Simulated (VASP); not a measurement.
# Pt (P6_3/mmc) in VASP: notebook

Pt is run at these levels: r2SCAN; tasks: single point.

Program: VASP 6.6.1. These are calculated values, not measurements. Logs are shortened: lines on timing, memory, paths and dates and some standing lists are left out, and cuts for length are marked.

## 1. The cell of the first run

The structure is hexagonal, space group P6_3/mmc (No. 194). The conventional cell has a = 2.761 Å, b = 2.761 Å, c = 4.792 Å, α = 90.00°, β = 90.00°, γ = 120.00°. Pt (site symmetry -6m2) has 12 Pt at 2.76 to 2.88 Å within 3.6 Å.

This isn't the form of Pt at room conditions, which is fcc.

## 2. Single point, r2SCAN

POSCAR

```
Pt
1.0
    2.7606660000      0.0000000000      0.0000000000
   -1.3803330000      2.3908070000      0.0000000000
    0.0000000000      0.0000000000      4.7921340000
Pt
2
Direct
    0.6666666667      0.3333333333      0.7500000000
    0.3333333333      0.6666666667      0.2500000000
```

INCAR.step1

```
ALGO = Normal
EDIFF = 1E-4
ENCUT = 520
GGA = PE
ISMEAR = 1
LASPH = True
LCHARG = False
LREAL = False
LWAVE = True
NBANDS = 17
NELM = 80
PREC = Accurate
SIGMA = 0.1
```

INCAR.step2

```
ALGO = Normal
EDIFF = 1E-6
ENCUT = 520
ISIF = 2
ISMEAR = 1
ISTART = 1
LASPH = True
LCHARG = False
LMIXTAU = True
LREAL = False
LWAVE = False
METAGGA = R2SCAN
NBANDS = 17
NELM = 80
PREC = Accurate
SIGMA = 0.1
```

KPOINTS

```
k-points
0
Gamma
  14 14 7
```

Potentials or basis: VASP PAW PBE potentials, release 64 (Pt).

Started as:

```bash
cat potpaw_PBE.64/Pt/POTCAR > POTCAR
cp INCAR.step1 INCAR
mpirun -np 1 vasp_std > vasp.out
cp INCAR.step2 INCAR
mpirun -np 1 vasp_std > vasp.out
```

OUTCAR:

```text
EDIFF = 1E-6
   ENCUT = 520
   ISIF = 2
   ISMEAR = 1
   ISTART = 1
   LASPH = True
   LREAL = False
   METAGGA = R2SCAN
   NELM = 80
   PREC = Accurate

 ion  position               nearest neighbor table
   1  0.667  0.333  0.750-   2 2.88   2 2.88   2 2.88   2 2.88   2 2.88   2 2.88
   2  0.333  0.667  0.250-   1 2.88   1 2.88   1 2.88   1 2.88   1 2.88   1 2.88

  LATTYP: Found a hexagonal cell.
 ALAT       =     2.7606660000
 C/A-ratio  =     1.7358615638

  Lattice vectors:

 A1 = (   2.7606660000,   0.0000000000,   0.0000000000)
 A2 = (  -1.3803330000,   2.3908070000,   0.0000000000)
 A3 = (   0.0000000000,   0.0000000000,   4.7921340000)

Analysis of symmetry for initial positions (statically):
=====================================================================
 Subroutine PRICEL returns:
 Original cell was already a primitive cell.

 Routine SETGRP: Setting up the symmetry group for a
 hexagonal supercell.

 Subroutine GETGRP returns: Found 24 space group operations
 (whereof 12 operations were pure point group operations)
 out of a pool of 24 trial point group operations.

The static configuration has the point symmetry D_3d.
 The point group associated with its full space group is D_6h.

Analysis of symmetry for dynamics (positions and initial velocities):
=====================================================================
 Subroutine PRICEL returns:
 Original cell was already a primitive cell.

 Routine SETGRP: Setting up the symmetry group for a
 hexagonal supercell.

 Subroutine GETGRP returns: Found 24 space group operations
 (whereof 12 operations were pure point group operations)
 out of a pool of 24 trial point group operations.

The dynamic configuration has the point symmetry D_3d.
 The point group associated with its full space group is D_6h.

 Subroutine INISYM returns: Found 24 space group operations
 (whereof 12 operations are pure point group operations),
 and found     1 'primitive' translations

----------------------------------------------------------------------------------------

                                     Primitive cell

  volume of cell :      31.6291

  direct lattice vectors                    reciprocal lattice vectors
     2.760666000  0.000000000  0.000000000     0.362231433  0.209134405  0.000000000
    -1.380333000  2.390807000  0.000000000     0.000000000  0.418268810  0.000000000
     0.000000000  0.000000000  4.792134000     0.000000000  0.000000000  0.208675300

  length of vectors
     2.760666000  2.760666098  4.792134000     0.418268825  0.418268810  0.208675300

  position of ions in fractional coordinates (direct lattice)
     0.666666667  0.333333333  0.750000000
     0.333333333  0.666666667  0.250000000

  ion indices of the primitive-cell ions
   primitive index   ion index
                 1           1
                 2           2

----------------------------------------------------------------------------------------

 KPOINTS: k-points

Automatic generation of k-mesh.
 Grid dimensions read from file:
 generate k-points for:   14   14    7

 Generating k-lattice:

  Cartesian coordinates                     Fractional coordinates (reciprocal lattice)
     0.025873674  0.014938172  0.000000000     0.071428571  0.000000000  0.000000000
     0.000000000  0.029876344  0.000000000     0.000000000  0.071428571  0.000000000
     0.000000000  0.000000000  0.029810757     0.000000000  0.000000000  0.142857143

  Length of vectors
     0.029876345  0.029876344  0.029810757

  Shift w.r.t. Gamma in fractional coordinates (k-lattice)
     0.000000000  0.000000000  0.000000000

 Subroutine IBZKPT returns following result:
 ===========================================

 Found     96 irreducible k-points:

 Following reciprocal coordinates:
            Coordinates               Weight
  0.000000  0.000000  0.000000      1.000000
  0.071429  0.000000  0.000000      6.000000
  0.142857  0.000000  0.000000      6.000000
  0.214286  0.000000  0.000000      6.000000
  0.285714 -0.000000  0.000000      6.000000
  0.357143  0.000000  0.000000      6.000000
[... 16 lines left out ...]
  0.285714  0.285714  0.000000      6.000000
  0.357143  0.285714  0.000000      6.000000
 [... further k-points ...]
   k-points           NKPTS =     96   k-points in BZ     NKDIM =     96   number of bands    NBANDS=     17
   number of dos      NEDOS =    301   number of ions     NIONS =      2
   total plane-waves  NPLWV =  20736
   dimension x,y,z NGX =    24 NGY =   24 NGZ =   36
   dimension x,y,z NGXF=    48 NGYF=   48 NGZF=   72
   ions per type =               2
   NGX,Y,Z   is equivalent  to a cutoff of  14.45, 14.45, 12.49 a.u.
   NGXF,Y,Z  is equivalent  to a cutoff of  28.91, 28.91, 24.98 a.u.
 SYSTEM =  unknown system
   PREC   = accura    normal or accurate (medium, high low for compatibility)
   ISTART =      1    job   : 0-new  1-cont  2-samecut
   ICHARG =      0    charge: 1-file 2-atom 10-const
   ISPIN  =      1    spin polarized calculation?
   LNONCOLLINEAR =      F non collinear calculations
   LSORBIT =      F    spin-orbit coupling
   LASPH  =      T    aspherical Exc in radial PAW
   ENCUT  =  520.0 eV  38.22 Ry    6.18 a.u.   5.13  5.13  8.91*2*pi/ulx,y,z
   NELM   =     80;   NELMIN=  2; NELMDL=  0     # of ELM steps
   EDIFF  = 0.1E-05   stopping-criterion for ELM
   LREAL  =      F    real-space projection
   EDIFFG = 0.1E-04   stopping-criterion for IOM
   NSW    =      0    number of steps for IOM
   IBRION =     -1    ionic relax: 0-MD 1-quasi-New 2-CG
   NFREE  =      0    steps in history (QN), initial steepest desc. (CG)
   ISIF   =      2    stress and relaxation
   ISYM   =      2    0-nonsym 1-usesym 2-fastsym
   POTIM  = 0.5000    time-step for ionic-motion
   TEBEG  =    0.0;   TEEND  =   0.0 temperature during run
   PSTRESS=    0.0 pullay stress
   NELECT =      20.0000    total number of electrons
   NUPDOWN=      -1.0000    fix difference up-down
   EMIN   =  10.00;   EMAX   =-10.00  energy-range for DOS
   EFERMI =   0.00;   METHOD = LEGACY
   ISMEAR =     1;   SIGMA  =   0.10  broadening in eV -4-tet -1-fermi 0-gaus
   EFERMI_NEDOS =   21; number of points for ismear=-14 and -15
   IALGO  =     38    algorithm
   IMIX   =      4    mixing-type and parameters
     AMIX     =   0.40;   BMIX     =  1.00
     AMIX_MAG =   1.60;   BMIX_MAG =  1.00
  volume/ion in A,a.u.               =      15.81       106.72
  Fermi-wavevector in a.u.,A,eV,Ry     =   1.405149  2.655347 26.863938  1.974444
  Thomas-Fermi vector in A             =   2.527639
   LORBIT       =      0    0 simple, 1 ext, 2 COOP (PROOUT), +10 PAW based schemes
   METAGGA = R2SCAN    functional components
   LHFCALC =     F    Hartree Fock is set to
   AEXX    =    0.0000 exact exchange contribution
   IVDW    =     0    specifies the selected vdW correction
   LEPSILON=     F    determine dielectric tensor
   LRPA    =     F    only Hartree local field effects (RPA)
 non-spin polarized calculation
 Methfessel and Paxton  Order N= 1 SIGMA  =   0.10
  energy-cutoff  :      520.00
  volume of cell :       31.63
 maximum number of plane-waves:       863
 NGX is ok and might be reduce to    24
   NGX = 11   NGY = 11   NGZ = 17

 number of electron      20.0000004 magnetization

 Free energy of the ion-electron system (eV)
  ---------------------------------------------------
  ext. energy  EPLUGINS =         0.00000000
  ---------------------------------------------------
  free energy    TOTEN  =      -102.86868898 eV

  energy without entropy =     -102.86933750  energy(sigma->0) =     -102.86890515

 E-fermi :  10.0704     XC(G=0): -14.2903

 val. band max:       10.0510961174   @ k =   0.4286   0.0714   0.4286
 cond. band min:      10.0718124572   @ k =   0.2143   0.1429   0.2857
 fundamental gap:      0.0207163398
 Fermi energy:        10.0703980566

 k-point     1 :       0.0000    0.0000    0.0000
  band No.  band energies     occupation
      1       0.1731      2.00000
      2       2.8317      2.00000
      3       6.0575      2.00000
      4       6.5689      2.00000
      5       6.5689      2.00000
      6       6.9396      2.00000
[... 9 lines left out ...]
     16      28.3292      0.00000
     17      32.1552      0.00000

 k-point     2 :       0.0714    0.0000    0.0000
  band No.  band energies     occupation
      1       0.3661      2.00000
      2       3.0089      2.00000
      3       6.0332      2.00000
      4       6.5682      2.00000
      5       6.7157      2.00000
      6       6.8481      2.00000
[... 9 lines left out ...]
     16      28.5485      0.00000
     17      31.0609      0.00000

 k-point     3 :       0.1429    0.0000    0.0000
  band No.  band energies     occupation
      1       0.9201      2.00000
      2       3.4831      2.00000
      3       5.8678      2.00000
      4       6.5122      2.00000
      5       6.8545      2.00000
      6       7.0531      2.00000
[... 9 lines left out ...]
     16      28.5304      0.00000
     17      29.5225      0.00000

 k-point     4 :       0.2143    0.0000    0.0000
  band No.  band energies     occupation
      1       1.7457      2.00000
      2       3.9926      2.00000
      3       5.7691      2.00000
      4       6.0917      2.00000
      5       6.2382      2.00000
      6       7.3574      2.00000
[... 9 lines left out ...]
     16      27.7779      0.00000
     17      29.3244      0.00000
[... 343 lines left out ...]
      1       4.5082      2.00000
      2       4.6153      2.00000
      3       4.6772      2.00000
      4       6.2786      2.00000
      5       6.3249      2.00000
      6       6.5985      2.00000
[... 9 lines left out ...]
     16      22.6970      0.00000
     17      25.0005      0.00000

 k-point    23 :       0.2857    0.2857    0.0000
  band No.  band energies     occupation
      1       4.5776      2.00000
      2       4.8904      2.00000
      3       5.2383      2.00000
      4       5.6886      2.00000
      5       6.2021      2.00000
      6       6.6155      2.00000
[... 9 lines left out ...]
     16      23.7939      0.00000
     17      24.9457      0.00000

 k-point    24 :       0.3571    0.2857    0.0000
  band No.  band energies     occupation
      1       4.5628      2.00000
      2       5.1065      2.00000
      3       5.1491      2.00000
      4       5.8826      2.00000
      5       6.2836      2.00000
      6       6.4028      2.00000
[... 9 lines left out ...]
     16      22.5464      0.00000
     17      24.0963      0.00000

 [... further k-points ...]

------------------------ aborting loop because EDIFF is reached ----------------------------------------

  FORCE on cell =-STRESS in cart. coord.  units (eV):
  Direction    XX          YY          ZZ          XY          YZ          ZX
  --------------------------------------------------------------------------------------
  -------------------------------------------------------------------------------------
  Total       -1.3069943     -1.3069945     -1.0201152      0.0000000     -0.0000000      0.0000000
  in kB      -66.2059390    -66.2059452    -51.6740462      0.0000000     -0.0000000      0.0000000
  external PRESSURE =     -61.3619768 kB  Pullay stress =       0.0000000 kB

 VOLUME and BASIS-vectors are now :
 -----------------------------------------------------------------------------
  energy-cutoff  :      520.00
  volume of cell :       31.63
      direct lattice vectors                 reciprocal lattice vectors
     2.760666000  0.000000000  0.000000000     0.362231433  0.209134405  0.000000000
    -1.380333000  2.390807000  0.000000000     0.000000000  0.418268810  0.000000000
     0.000000000  0.000000000  4.792134000     0.000000000  0.000000000  0.208675300

 POSITION                                       TOTAL-FORCE (eV/Angst)
 -----------------------------------------------------------------------------------
      1.38033      0.79694      3.59410         0.000000     -0.000000      0.000000
     -0.00000      1.59387      1.19803        -0.000000      0.000000      0.000000
 -----------------------------------------------------------------------------------
    total drift:                               -0.000000      0.000000     -0.000000

  FREE ENERGIE OF THE ION-ELECTRON SYSTEM (eV)
  ---------------------------------------------------
  free  energy   TOTEN  =      -102.8686889830 eV

  energy  without entropy=     -102.8693374982  energy(sigma->0) =     -102.86890515
```

It took 3.7 min on 1 thread of Intel Xeon 8259CL, shared host; peak memory 0.19 GiB.

What came out:

```
Free energy            : -102.8687 eV
Pressure               : -6.1 GPa
Band gap on the k mesh : zero (bands 10 and 11 overlap by 1.31 eV)
```

Stress tensor (GPa, compression positive):
```
-6.62  0.00  0.00
 0.00 -6.62  0.00
 0.00  0.00 -5.17
```

Caveat: the cell stands under tension; the PAW data sets were made with another functional, which shifts forces and pressure a little; spin-orbit coupling is left out, which moves the levels of the heavy elements.

## 3. Single point, r2SCAN

POSCAR is that of step 2.

INCAR.step1

```
SYSTEM = Pt
PREC = Accurate
ENCUT = 520
ISMEAR = 1
SIGMA = 0.05
LREAL = .FALSE.
LASPH = .TRUE.
NELM = 80
NBANDS = 17
GGA = PE
ALGO = Normal
EDIFF = 1E-4
LWAVE = .TRUE.
LCHARG = .FALSE.
```

INCAR.step2

```
SYSTEM = Pt
PREC = Accurate
ENCUT = 520
EDIFF = 1E-6
ISMEAR = 1
SIGMA = 0.05
LREAL = .FALSE.
LASPH = .TRUE.
NELM = 80
ALGO = Normal
ISIF = 2
LWAVE = .FALSE.
LCHARG = .FALSE.
METAGGA = R2SCAN
LMIXTAU = .TRUE.
NBANDS = 17
ISTART = 1
```

KPOINTS

```
Automatic mesh
0
G
  14 14 7
  0 0 0
```

Potentials or basis: VASP PAW PBE potentials, release 64 (Pt).

Started as:

```bash
cat potpaw_PBE.64/Pt/POTCAR > POTCAR
cp INCAR.step1 INCAR
mpirun -np 1 vasp_std > vasp.out
cp INCAR.step2 INCAR
mpirun -np 1 vasp_std > vasp.out
```

Wall time 3.6 min (1 thread of Intel Xeon 8259CL, shared host); peak memory 0.19 GiB.

Results (log left out):

```
Free energy            : -102.8687 eV
Pressure               : -6.1 GPa
Band gap on the k mesh : zero (bands 10 and 11 overlap by 1.31 eV)
```

Stress tensor (GPa, compression positive):
```
-6.57  0.00  0.00
 0.00 -6.57  0.00
 0.00  0.00 -5.23
```

Levels at points of the mesh, in eV from the Fermi level:
```
           k point  band 7  band 8  band 9  band 10  band 11  band 12  band 13  band 14
(0.00, 0.00, 0.00)   -3.12   -1.87   -1.87    -0.48    -0.24    -0.24     4.96    16.13
(0.50, 0.00, 0.00)   -2.52   -0.02    0.34     0.55     2.48     4.00     7.71     9.33
```

Caveat: the cell stands under tension; the PAW data sets were made with another functional, which shifts forces and pressure a little; spin-orbit coupling is left out, which moves the levels of the heavy elements.

(Part 1 of 2 ends here.)

The gap in the log of VASP goes by the Fermi energy; the results here count the filled bands.